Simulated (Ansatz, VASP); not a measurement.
**MgS in VASP and in Ansatz**

Contents of INCAR:

```
PREC = Accurate
ENCUT = 520
EDIFF = 1E-8
ISMEAR = -1
SIGMA = 0.03
LREAL = F
LASPH = T
NELM = 60
ALGO = Normal
ISIF = 2
LWAVE = F
LCHARG = F
GGA = PS
LEFG = T
NBANDS = 11
```

KPOINTS

```
Automatic mesh
0
Gamma
  10 10 10
```

POSCAR

```
MgS
1.0
    0.0000000000      2.6016500000      2.6276665000
    2.6016500000      0.0000000000      2.6276665000
    2.6016500000      2.6016500000      0.0000000000
Mg S
1 1
Direct
    0.0000000000      0.0000000000      0.0000000000
    0.5000000000      0.5000000000      0.5000000000
```

Input for Ansatz:

```yaml
crystal:
  lattice:
    - [0.0, 2.60165, 2.6276665]
    - [2.60165, 0.0, 2.6276665]
    - [2.60165, 2.60165, 0.0]
  atoms:
    - { symbol: Mg, position: [0.0, 0.0, 0.0] }
    - { symbol: S, position: [0.5, 0.5, 0.5] }
kpoints:
  mp_grid: { grid: [10, 10, 10] }
scf:
  occupations: { method: fermi_dirac, width: 0.03 }
hamiltonian:
  xc: pbesol
  pseudopotentials: { kind: all_electron, datasets: crystal }
output:
  forces: true
  stress: true
  eigenvalues: true
  efg: { contact_densities: true }
```

Change from the starting cell: zz strain of +1 %, crystal datasets.

Alike in both runs: task electric field gradients; functional PBEsol; k mesh 10 × 10 × 10; occupations fermi-dirac, width 0.03 eV; no spin polarisation.

```csv
,VASP,Ansatz
version,VASP 6.6.1,Ansatz 0.2.0
potentials or method,"VASP PAW PBE potentials, release 64 (Mg, S), cutoff 520 eV","all-electron PAW with datasets made for the crystal, scalar-relativistic"
```

Ansatz gave:

- gap on the k mesh at the Fermi level (eV): 2.64
- pressure (GPa): -1.7
- traceless stress, the component that is largest in VASP (GPa): -0.64
- size of Vzz on the site where it differs most (V/Å²): 0.6

Q: Which values does VASP return?

A: gap on the k mesh at the Fermi level (eV): 2.64; pressure (GPa): -1.8; traceless stress, the component that is largest in VASP (GPa): -0.64; size of Vzz on the site where it differs most (V/Å²): 0.7.

VASP's potentials were made for PBE, not for PBEsol. Ansatz ran all-electron here, and VASP with PAW potentials.
